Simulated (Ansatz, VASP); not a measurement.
**Two plane-wave programs on F**

```
F
1.0
    -1.02948    1.02948    1.02948
     1.02948   -1.02948    1.02948
     1.02948    1.02948   -1.02948
F
1
Direct
  0.00000 0.00000 0.00000
```

Alike in both runs: task single point; functional PBE; k mesh 18 × 18 × 18; occupations fermi-dirac, width 0.08 eV; collinear spin.

|  | VASP | Ansatz |
| --- | --- | --- |
| version | VASP 6.6.1 | Ansatz 0.2.0 |
| potentials or method | VASP PAW PBE potentials, release 64 (F) | norm-conserving pseudopotentials, scalar-relativistic |
| plane-wave cutoff (eV) | 520 | 1320 |
| valence electrons in the cell | 7 | 7 |

VASP gave:

```
gap on the k mesh at the Fermi level (eV)                     : none
net moment per atom (μB)                                      : 0.45
size of the moment on the site where the two differ most (μB) : 0.43
```

Which values does Ansatz return?

gap on the k mesh at the Fermi level (eV): none; net moment per atom (μB): 0.45; size of the moment on the site where the two differ most (μB): 0.44.

Site moments also hang on the region over which each program counts them. A gap of «none» marks a metal or a gap that the smearing closes.
